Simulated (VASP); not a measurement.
# Ag in VASP: further runs, part 2 of 2

VASP 6.6.1. Earlier steps stand in the parts before.

**3. Single point, PBE**

This run uses another cell than the first one, of 20.89 Å³/atom, 1.963 times its volume.

File INCAR:

```
SYSTEM = Ag
PREC = Accurate
ENCUT = 520
EDIFF = 1E-6
ISMEAR = 0
SIGMA = 0.1
LREAL = .FALSE.
LASPH = .TRUE.
NELM = 80
ALGO = Normal
ISIF = 2
LWAVE = .FALSE.
LCHARG = .TRUE.
GGA = PE
LELF = .TRUE.
LVHAR = .TRUE.
NBANDS = 18
```

File KPOINTS:

```
Automatic mesh
0
G
  8 8 4
  0 0 0
```

File POSCAR:

```
Ag
1.0
    2.7539080329      0.0000000000      0.0000000000
    0.0000000000      2.7539080329      0.0000000000
    0.0000000000      0.0000000000      5.5084780652
Ag
2
Direct
    0.5000000000      0.5000000000      0.2500148591
    0.5000000000      0.5000000000      0.7499851409
```

Potentials or basis: VASP PAW PBE potentials, release 64 (Ag).

Run with:

```sh
$ cat potpaw_PBE.64/Ag/POTCAR > POTCAR
$ mpirun -np 1 vasp_std > vasp.out
```

OUTCAR:

```text
SYSTEM = Ag
   PREC = Accurate
   ENCUT = 520
   EDIFF = 1E-6
   ISMEAR = 0
   LREAL = .FALSE.
   LASPH = .TRUE.
   NELM = 80
   ISIF = 2
   GGA = PE

 ion  position               nearest neighbor table
   1  0.500  0.500  0.250-   2 2.75   2 2.75
   2  0.500  0.500  0.750-   1 2.75   1 2.75

  LATTYP: Found a simple tetragonal cell.
 ALAT       =     2.7539080329
 C/A-ratio  =     2.0002403854

  Lattice vectors:

 A1 = (   2.7539080329,   0.0000000000,   0.0000000000)
 A2 = (   0.0000000000,   2.7539080329,   0.0000000000)
 A3 = (   0.0000000000,   0.0000000000,   5.5084780652)

Analysis of symmetry for initial positions (statically):
=====================================================================
 Subroutine PRICEL returns:
 Original cell was already a primitive cell.

 Routine SETGRP: Setting up the symmetry group for a
 simple tetragonal supercell.

 Subroutine GETGRP returns: Found 16 space group operations
 (whereof 16 operations were pure point group operations)
 out of a pool of 16 trial point group operations.

The static configuration has the point symmetry D_4h.

Analysis of symmetry for dynamics (positions and initial velocities):
=====================================================================
 Subroutine PRICEL returns:
 Original cell was already a primitive cell.

 Routine SETGRP: Setting up the symmetry group for a
 simple tetragonal supercell.

 Subroutine GETGRP returns: Found 16 space group operations
 (whereof 16 operations were pure point group operations)
 out of a pool of 16 trial point group operations.

The dynamic configuration has the point symmetry D_4h.

 Subroutine INISYM returns: Found 16 space group operations
 (whereof 16 operations are pure point group operations),
 and found     1 'primitive' translations

----------------------------------------------------------------------------------------

                                     Primitive cell
[... 108 lines left out ...]
   IALGO  =     38    algorithm
   IMIX   =      4    mixing-type and parameters
     AMIX     =   0.40;   BMIX     =  1.00
     AMIX_MAG =   1.60;   BMIX_MAG =  1.00
  volume/ion in A,a.u.               =      20.89       140.96
  Fermi-wavevector in a.u.,A,eV,Ry     =   1.322023  2.498261 23.779499  1.747744
  Thomas-Fermi vector in A             =   2.451734
   LORBIT       =      0    0 simple, 1 ext, 2 COOP (PROOUT), +10 PAW based schemes
   GGA     = PE    functional components
   LHFCALC =     F    Hartree Fock is set to
   AEXX    =    0.0000 exact exchange contribution
   IVDW    =     0    specifies the selected vdW correction
   LEPSILON=     F    determine dielectric tensor
   LRPA    =     F    only Hartree local field effects (RPA)
 non-spin polarized calculation
 Gauss-broadening in eV      SIGMA  =   0.10
  energy-cutoff  :      520.00
  volume of cell :       41.78
 maximum number of plane-waves:      1158
   NGX = 11   NGY = 11   NGZ = 21

 number of electron      22.0000013 magnetization

 Free energy of the ion-electron system (eV)
  ---------------------------------------------------
  ext. energy  EPLUGINS =         0.00000000
  ---------------------------------------------------
  free energy    TOTEN  =        -4.81285611 eV

  energy without entropy =       -4.81119983  energy(sigma->0) =       -4.81202797

 E-fermi :   5.9682     XC(G=0): -10.9445

 val. band max:        5.3980765305   @ k =   0.5000   0.0000   0.0000
 cond. band min:       6.0361845009   @ k =   0.1250   0.0000   0.0000
 fundamental gap:      0.6381079704
 Fermi energy:         5.9681879551

 k-point     1 :       0.0000    0.0000    0.0000
  band No.  band energies     occupation
      1      -0.4617      2.00000
      2       0.2026      2.00000
      3       0.2031      2.00000
      4       0.4920      2.00000
      5       0.7835      2.00000
      6       2.1481      2.00000
[... 481 lines left out ...]
      5       1.6171      2.00000
      6       1.9262      2.00000
[... 10 lines left out ...]
     17      21.9212      0.00000
     18      22.1905      0.00000

 [... further k-points ...]

------------------------ aborting loop because EDIFF is reached ----------------------------------------

  FORCE on cell =-STRESS in cart. coord.  units (eV):
  Direction    XX          YY          ZZ          XY          YZ          ZX
  --------------------------------------------------------------------------------------
  -------------------------------------------------------------------------------------
  Total       -0.0385529     -0.0385529     -0.0444040      0.0000000     -0.0000000      0.0000000
  in kB       -1.4785531     -1.4785531     -1.7029502      0.0000000     -0.0000000      0.0000000
  external PRESSURE =      -1.5533521 kB  Pullay stress =       0.0000000 kB

 VOLUME and BASIS-vectors are now :
 -----------------------------------------------------------------------------
  energy-cutoff  :      520.00
  volume of cell :       41.78
      direct lattice vectors                 reciprocal lattice vectors
     2.753908033  0.000000000  0.000000000     0.363120332  0.000000000  0.000000000
     0.000000000  2.753908033  0.000000000     0.000000000  0.363120332  0.000000000
     0.000000000  0.000000000  5.508478065     0.000000000  0.000000000  0.181538347

 POSITION                                       TOTAL-FORCE (eV/Angst)
 -----------------------------------------------------------------------------------
      1.37695      1.37695      1.37720        -0.000000      0.000000     -0.000901
      1.37695      1.37695      4.13128         0.000000      0.000000      0.000901
 -----------------------------------------------------------------------------------
    total drift:                               -0.000000      0.000000      0.000000

  FREE ENERGIE OF THE ION-ELECTRON SYSTEM (eV)
  ---------------------------------------------------
  free  energy   TOTEN  =        -4.8128561133 eV

  energy  without entropy=       -4.8111998345  energy(sigma->0) =       -4.81202797
```

OSZICAR:

```text
N       E                     dE             d eps       ncg     rms          rms(c)
DAV:   1     0.122238890973E+03    0.12224E+03   -0.11544E+04  1620   0.118E+03
DAV:   2    -0.322347980709E+01   -0.12546E+03   -0.11740E+03  1706   0.256E+02
DAV:   3    -0.518044329529E+01   -0.19570E+01   -0.19507E+01  1836   0.360E+01
DAV:   4    -0.518781998225E+01   -0.73767E-02   -0.73760E-02  1718   0.217E+00
DAV:   5    -0.518789846430E+01   -0.78482E-04   -0.78481E-04  1726   0.244E-01    0.529E+00
DAV:   6    -0.482763241436E+01    0.36027E+00   -0.10112E+00  1696   0.100E+01    0.361E+00
DAV:   7    -0.481722986252E+01    0.10403E-01   -0.11555E-02  1694   0.938E-01    0.211E+00
DAV:   8    -0.481282280675E+01    0.44071E-02   -0.13930E-03  1678   0.297E-01    0.700E-02
DAV:   9    -0.481284501212E+01   -0.22205E-04   -0.30235E-05  1778   0.388E-02    0.301E-02
DAV:  10    -0.481285594223E+01   -0.10930E-04   -0.90222E-06  1682   0.258E-02    0.269E-03
DAV:  11    -0.481285611335E+01   -0.17111E-06   -0.14696E-07   894   0.357E-03
   1 F= -.48128561E+01 E0= -.48120280E+01  d E =-.165628E-02
```

stdout:

```text
POSCAR found type information on POSCAR Ag
 POSCAR found :  1 types and       2 ions
 scaLAPACK will be used
 LDA part: xc-table for (Slater+PW92), standard interpolation
 POSCAR, INCAR and KPOINTS ok, starting setup
 FFT: planning ... GRIDC
 FFT: planning ... GRID_SOFT
 FFT: planning ... GRID
 WAVECAR not read
 entering main loop
```

Wall time 24 s (1 thread of Intel Xeon Platinum 8488C (Sapphire Rapids), shared host); peak memory 0.16 GiB.

What came out:

- Free energy: -4.8129 eV
- Pressure: -0.2 GPa
- Band gap on the k mesh: zero (band 11 reaches 11.68 eV, above the bottom of band 12 at 2.94 eV)

Levels at points of the mesh, in eV from the Fermi level:
```tsv
k point	band 7	band 8	band 9	band 10	band 11	band 12	band 13	band 14	band 15	band 16
(0.00, 0.00, 0.00)	-3.82	-2.89	-2.89	-2.89	-2.81	-0.57	1.52	13.77	13.77	13.77
(0.50, 0.00, 0.00)	-3.66	-3.65	-2.81	-2.14	-0.57	1.52	3.74	3.74	7.19	9.33
(0.50, 0.50, 0.00)	-3.66	-2.14	-2.09	-2.09	3.74	3.74	7.19	8.29	8.29	8.29
(0.00, 0.00, 0.50)	-3.38	-3.38	-3.38	-3.38	-2.85	-2.85	7.33	7.33	15.68	15.68
(0.50, 0.00, 0.50)	-3.74	-3.74	-3.25	-3.25	1.43	1.43	2.00	2.00	12.63	12.63
(0.50, 0.50, 0.50)	-3.70	-3.70	-2.12	-2.12	5.71	5.71	5.71	5.71	7.54	7.54
```

**4. Relaxation of cell and atoms, PBE**

File INCAR:

```
SYSTEM = Ag
  ALGO = Normal
  EDIFF = 1E-6
  EDIFFG = -0.04
  ENCUT = 600
  GGA = PE
  IBRION = 2
  ISIF = 3
  ISMEAR = 0
  LASPH = .TRUE.
  LCHARG = .FALSE.
  LREAL = .FALSE.
  LWAVE = .FALSE.
  NELM = 80
  NSW = 90
  PREC = Accurate
  SIGMA = 0.1
```

File KPOINTS:

```
k-points
0
G
  8 8 4
  0 0 0
```

File POSCAR:

```
Ag
1.0
    2.1631890900      0.0000000000      0.0000000000
    0.0000000000      2.1631890900      0.0000000000
    0.0000000000      0.0000000000      4.5476753700
Ag
2
Direct
    0.5000000000      0.5000000000      0.2439761000
    0.5000000000      0.5000000000      0.7560239000
```

Potentials or basis: VASP PAW PBE potentials, release 64 (Ag).

Run with:

```sh
$ cat potpaw_PBE.64/Ag/POTCAR > POTCAR
$ mpirun -np 1 vasp_std > vasp.out
```

OUTCAR:

```text
SYSTEM = Ag
   EDIFF = 1E-6
   EDIFFG = -0.04
   ENCUT = 600
   GGA = PE
   IBRION = 2
   ISIF = 3
   ISMEAR = 0
   LASPH = .TRUE.
   LREAL = .FALSE.
   NELM = 80
   NSW = 90
   PREC = Accurate

 ion  position               nearest neighbor table
   1  0.500  0.500  0.244-   2 2.22   2 2.33   2 3.10   2 3.10   2 3.10   2 3.10   2 3.18   2 3.18
                             2 3.18   2 3.18
   2  0.500  0.500  0.756-   1 2.22   1 2.33   1 3.10   1 3.10   1 3.10   1 3.10   1 3.18   1 3.18
                             1 3.18   1 3.18

  LATTYP: Found a simple tetragonal cell.
 ALAT       =     2.1631890900
 C/A-ratio  =     2.1023013619

  Lattice vectors:

 A1 = (   2.1631890900,   0.0000000000,   0.0000000000)
 A2 = (   0.0000000000,   2.1631890900,   0.0000000000)
 A3 = (   0.0000000000,   0.0000000000,   4.5476753700)

Analysis of symmetry for initial positions (statically):
=====================================================================
 Subroutine PRICEL returns:
 Original cell was already a primitive cell.

 Routine SETGRP: Setting up the symmetry group for a
 simple tetragonal supercell.

 Subroutine GETGRP returns: Found 16 space group operations
 (whereof 16 operations were pure point group operations)
 out of a pool of 16 trial point group operations.

The static configuration has the point symmetry D_4h.

Analysis of symmetry for dynamics (positions and initial velocities):
=====================================================================
 Subroutine PRICEL returns:
 Original cell was already a primitive cell.

 Routine SETGRP: Setting up the symmetry group for a
 simple tetragonal supercell.

 Subroutine GETGRP returns: Found 16 space group operations
 (whereof 16 operations were pure point group operations)
 out of a pool of 16 trial point group operations.

The dynamic configuration has the point symmetry D_4h.

 Subroutine INISYM returns: Found 16 space group operations
 (whereof 16 operations are pure point group operations),
 and found     1 'primitive' translations

----------------------------------------------------------------------------------------

                                     Primitive cell

  volume of cell :      21.2803

[... 101 lines left out ...]
   EMIN   =  10.00;   EMAX   =-10.00  energy-range for DOS
   EFERMI =   0.00;   METHOD = LEGACY
   ISMEAR =     0;   SIGMA  =   0.10  broadening in eV -4-tet -1-fermi 0-gaus
   EFERMI_NEDOS =   21; number of points for ismear=-14 and -15
   IALGO  =     38    algorithm
   IMIX   =      4    mixing-type and parameters
     AMIX     =   0.40;   BMIX     =  1.00
     AMIX_MAG =   1.60;   BMIX_MAG =  1.00
  volume/ion in A,a.u.               =      10.64        71.80
  Fermi-wavevector in a.u.,A,eV,Ry     =   1.655349  3.128156 37.282419  2.740180
  Thomas-Fermi vector in A             =   2.743460
   LORBIT       =      0    0 simple, 1 ext, 2 COOP (PROOUT), +10 PAW based schemes
   GGA     = PE    functional components
   LHFCALC =     F    Hartree Fock is set to
   AEXX    =    0.0000 exact exchange contribution
   IVDW    =     0    specifies the selected vdW correction
   LEPSILON=     F    determine dielectric tensor
   LRPA    =     F    only Hartree local field effects (RPA)
 conjugate gradient relaxation of ions
 non-spin polarized calculation
 Gauss-broadening in eV      SIGMA  =   0.10
  energy-cutoff  :      600.00
  volume of cell :       21.28
 maximum number of plane-waves:       730
 NGX is ok and might be reduce to    18
   NGX =  9   NGY =  9   NGZ = 19

--------------------------------------- Ionic step        1  -------------------------------------------

 number of electron      22.0000001 magnetization

 Free energy of the ion-electron system (eV)
  ---------------------------------------------------
  ext. energy  EPLUGINS =         0.00000000
  ---------------------------------------------------
  free energy    TOTEN  =         4.49916083 eV

  energy without entropy =        4.50328042  energy(sigma->0) =        4.50122062

 E-fermi :  17.0703     XC(G=0): -15.1323

 val. band max:       17.0130353980   @ k =   0.3750   0.2500   0.2500
 cond. band min:      17.0799217909   @ k =   0.5000   0.5000   0.0000
 fundamental gap:      0.0668863929
 Fermi energy:        17.0703154035
[... 1406 lines left out ...]
      4      -1.3517      2.00000
      5      -1.1618      2.00000
      6      -1.0981      2.00000
      7      -1.0471      2.00000
      8      -1.0078      2.00000
      9      -0.6203      2.00000
     10      -0.3550      2.00000
     11       2.7359      0.00000
     12       3.4122      0.00000
     13       4.4480      0.00000
     14       5.6269      0.00000
     15       9.0749      0.00000

 [... further k-points ...]

[... ionic steps 4 to 10 ...]

--------------------------------------- Ionic step       11  -------------------------------------------

 number of electron      21.9999961 magnetization

------------------------ aborting loop because EDIFF is reached ----------------------------------------
[... 67 lines left out ...]
--------------------------------------- Ionic step       13  -------------------------------------------

 number of electron      21.9999956 magnetization

 Free energy of the ion-electron system (eV)
  ---------------------------------------------------
  ext. energy  EPLUGINS =         0.00000000
  ---------------------------------------------------
  free energy    TOTEN  =        -4.78949511 eV

  energy without entropy =       -4.78783883  energy(sigma->0) =       -4.78866697

 E-fermi :   6.0505     XC(G=0): -10.9937

 val. band max:        5.4713219079   @ k =   0.5000   0.0000   0.0000
 cond. band min:       6.1184350311   @ k =   0.1250   0.0000   0.0000
 fundamental gap:      0.6471131232
 Fermi energy:         6.0504695423
[... 461 lines left out ...]
  FREE ENERGIE OF THE ION-ELECTRON SYSTEM (eV)
  ---------------------------------------------------
  free  energy   TOTEN  =        -4.7894951082 eV

  energy  without entropy=       -4.7878388321  energy(sigma->0) =       -4.78866697

 reached required accuracy - stopping structural energy minimisation
```

CONTCAR:

```text
Ag
   1.00000000000000
     2.7457335696884351   -0.0000000000000000    0.0000000000000000
    -0.0000000000000000    2.7457335696884351    0.0000000000000000
    -0.0000000000000000   -0.0000000000000000    5.4920494511648412
  Ag
     2
Direct
     0.5000000000000000    0.5000000000000000    0.2499519029015941
     0.5000000000000000    0.5000000000000000    0.7500480970984061

  0.00000000E+00  0.00000000E+00  0.00000000E+00
  0.00000000E+00  0.00000000E+00  0.00000000E+00
```

Run time: 2.1 min. Hardware: 1 thread of Intel Xeon Platinum 8488C (Sapphire Rapids), shared host; peak memory 0.14 GiB.

What came out:

```yaml
Free_energy: -4.7895 eV
Relaxed_volume: 20.70 Å³/atom
Relaxed_cell: a = 2.746 Å, b = 2.746 Å, c = 5.492 Å, α = 90.00°, β = 90.00°, γ = 90.00°
Space_group_after_relaxing_to_0.05_Å: Pm-3m (No. 221)
Energy_gained_by_relaxing: 4644.3 meV/atom
Ionic_steps: 13
Pressure_after_relaxing: 0.0 GPa
Largest_force_after_relaxing: 0.003 eV/Å
Band_gap_on_the_k_mesh: zero (band 11 reaches 11.81 eV, above the bottom of band 12 at 3.03 eV)
```

Forces in eV/Å, atoms in the order of the input:
```
Ag   0.000  0.000  0.003
Ag   0.000  0.000 -0.003
```

Stress tensor (GPa, compression positive):
```
-0.08  0.00  0.00
 0.00 -0.08  0.00
 0.00  0.00  0.09
```

Step by step:
```tsv
step	energy change (eV)	largest force (eV/Å)	pressure (GPa)	volume (Å³)
1	0.0000	2.8051	287.88	21.28
2	5.4884	0.4497	-58.99	149.87
3	-8.0675	0.0364	-7.84	68.10
4	-8.3198	0.1018	-8.03	63.06
5	-9.1906	0.8759	7.10	38.50
6	-9.1680	0.5779	-4.57	45.59
7	-9.2412	0.7272	-0.41	42.04
8	-9.2434	0.7554	0.72	41.37
9	-9.2804	0.2411	-0.70	41.87
10	-9.2809	0.1912	-0.83	41.93
11	-9.2876	0.0827	-0.04	41.43
12	-9.2884	0.0233	0.35	41.20
13	-9.2887	0.0031	-0.02	41.40
```

Final structure:
```cif
data_structure
_symmetry_space_group_name_H-M 'P 1'
_symmetry_Int_Tables_number 1
_cell_length_a 2.7457
_cell_length_b 2.7457
_cell_length_c 5.4920
_cell_angle_alpha 90.000
_cell_angle_beta 90.000
_cell_angle_gamma 90.000
_cell_volume 41.40
loop_
_atom_site_label
_atom_site_type_symbol
_atom_site_fract_x
_atom_site_fract_y
_atom_site_fract_z
_atom_site_occupancy
Ag1 Ag 0.50000 0.50000 0.24995 1
Ag2 Ag 0.50000 0.50000 0.75005 1
```

Caveat: the k points lie up to 0.29 Å⁻¹ apart in the final cell; the volume moved by over 15 % at a fixed basis, so the end points are rough.

**5. Overview**

```csv
task,cell,cutoff (eV),gap on the mesh (eV),pressure (GPa)
single point,"a = 2.163, b = 2.163, c = 4.548 Å, 2 atoms",520,none,287.9
single point,"a = 2.754, b = 2.754, c = 5.508 Å, 2 atoms",520,none,-0.2
relaxation of cell and atoms,"relaxed from a = 2.163, b = 2.163, c = 4.548 Å, 2 atoms",600,none,0.0
```

Alike in all rows: level PBE; potentials or basis VASP PAW PBE potentials, release 64 (Ag); no spin polarisation; k mesh 8 × 8 × 4; smearing gaussian 0.1 eV.

Caveats: some runs use coarse meshes; forces of over 1 eV/Å act on the atoms, so gaps and moduli don't describe the material at rest (some runs); the volume moved by over 15 % at a fixed basis, so the end points are rough (some runs).

Absolute energies hang on the potentials; compare differences alone.
